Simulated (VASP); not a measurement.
Wanted: the native input for a VASP 6.6.1 run.

```
Task                   : relaxation of cell and atoms
Functional             : PBEsol
Potentials or basis    : VASP PAW PBE potentials, release 64 (Al, Ru_pv)
Cutoff                 : 500 eV
k mesh                 : 14 × 14 × 14
Occupations            : gaussian, width 0.1 eV
Spin                   : no spin polarisation
Dipole correction      : no
Further INCAR settings : ALGO = Normal; EDIFF = 1e-07; IBRION = 2; EDIFFG = -0.01; NSW = 80; ISIF = 3
```

The structure of AlRu lies in POSCAR:

```
AlRu
1.0
    2.9496930202      0.0000000000      0.0000000000
    0.0000000000      2.9496930202      0.0000000000
    0.0000000000      0.0000000000      2.9496930202
Al Ru
1 1
Direct
    0.0000000000      0.0000000000      0.0000000000
    0.5000000000      0.5000000000      0.5000000000
```

One way to write it, as run:

INCAR

```
PREC = Accurate ; ENCUT = 500
EDIFF = 1E-7 ; ISMEAR = 0
SIGMA = 0.1 ; LREAL = F
LASPH = T ; NELM = 120
ALGO = Normal ; ISIF = 3
LWAVE = F ; LCHARG = F
GGA = PS ; IBRION = 2
NSW = 80 ; EDIFFG = -0.01
GGA_COMPAT = F ; NELMIN = 4
```

KPOINTS

```
regular mesh
0
Gamma
  14 14 14
```

Potentials or basis: VASP PAW PBE potentials, release 64 (Al, Ru_pv).

The run is started by

```bash
$ cat potpaw_PBE.64/Al/POTCAR potpaw_PBE.64/Ru_pv/POTCAR > POTCAR
$ mpirun -np 1 vasp_std > vasp.out
```

Results of the run:

```yaml
Relaxed_volume: 13.19 Å³/atom
Relaxed_cell: a = 2.977 Å, b = 2.977 Å, c = 2.977 Å, α = 90.00°, β = 90.00°, γ = 90.00°
Space_group_after_relaxing_to_0.05_Å: Pm-3m (No. 221)
Energy_gained_by_relaxing: 6.9 meV/atom
Ionic_steps: 3
Pressure_after_relaxing: -0.1 GPa
```

Caveat: the PAW data sets were made with another functional, which shifts forces and pressure a little.

Wall time 100 s on 1 thread of Intel Xeon 8259CL, with other jobs on the host, peak memory 0.17 GiB.
